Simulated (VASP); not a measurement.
Wanted: the native input for a VASP 6.6.1 run.

* Task: relaxation of cell and atoms
* Functional: PBE
* Potentials or basis: VASP PAW PBE potentials, release 64 (Cd, Ga_d, C, N)
* Cutoff: 600 eV
* k mesh: 4 × 4 × 4
* Occupations: gaussian, width 0.1 eV
* Spin: no spin polarisation
* Dipole correction: no
* Further INCAR settings: ALGO = Normal; EDIFF = 1e-07; IBRION = 2; EDIFFG = -0.04; NSW = 90; ISIF = 3

The structure of CdGaC4N4 lies in POSCAR:

```
CdGaC4N4
1.0
    3.6511458600     -4.0859031500      0.0000000000
    3.6511458600      4.0859031500      0.0000000000
    0.0000000000      0.0000000000      7.3022917300
Cd Ga C N
1 1 4 4
Direct
    0.5000000000      0.5000000000      0.5000000000
    0.0000000000      0.0000000000      0.0000000000
    0.8164036000      0.8164036000      0.8164036000
    0.1835964000      0.1835964000      0.1835964000
    0.8164036000      0.8164036000      0.1835964000
    0.1835964000      0.1835964000      0.8164036000
    0.7031083600      0.7031083600      0.7031083600
    0.2968916400      0.2968916400      0.2968916400
    0.7031083600      0.7031083600      0.2968916400
    0.2968916400      0.2968916400      0.7031083600
```

One way to write it, as run:

INCAR

```
PREC     = Accurate       # precision mode
ENCUT    = 600            # plane-wave cutoff, eV
EDIFF    = 1E-7           # SCF threshold, eV
ISMEAR   = 0              # smearing method
SIGMA    = 0.1            # smearing width, eV
LREAL    = F              # projectors in reciprocal space
LASPH    = T              # aspherical terms in the spheres
NELM     = 80             # most SCF steps
ALGO     = Normal         # electronic algorithm
ISIF     = 3              # what is computed and relaxed
LWAVE    = F              # write WAVECAR
LCHARG   = F              # write CHGCAR
GGA      = PE             # functional
IBRION   = 2              # ionic algorithm
NSW      = 90             # ionic steps
EDIFFG   = -0.04          # ionic threshold
```

KPOINTS

```
regular mesh
0
Gamma
  4 4 4
```

Potentials or basis: VASP PAW PBE potentials, release 64 (Cd, Ga_d, C, N).

The run is started by

```sh
$ cat potpaw_PBE.64/Cd/POTCAR potpaw_PBE.64/Ga_d/POTCAR potpaw_PBE.64/C/POTCAR potpaw_PBE.64/N/POTCAR > POTCAR
$ mpirun -np 1 vasp_std > vasp.out
```

Results of the run:

```json
{
  "Relaxed volume": "24.15 Å³/atom",
  "Relaxed cell": "a = 5.608 Å, b = 5.608 Å, c = 7.693 Å, α = 90.00°, β = 90.00°, γ = 93.40°",
  "Space group after relaxing (to 0.1 Å)": "Cmmm (No. 65)",
  "Energy gained by relaxing": "99.1 meV/atom",
  "Ionic steps": "16",
  "Pressure after relaxing": "-0.2 GPa",
  "Largest force after relaxing": "0.036 eV/Å",
  "Band gap on the k mesh": "zero (an odd number of electrons rules out a gap without spin polarisation)"
}
```

Caveat: an odd number of electrons without spin polarisation forces a metal; a magnetic or distorted state may lie lower.

Wall time 29 min on 1 thread of Intel(R) Xeon(R) Platinum 8488C (Sapphire Rapids), on a shared host, peak memory 0.55 GiB.
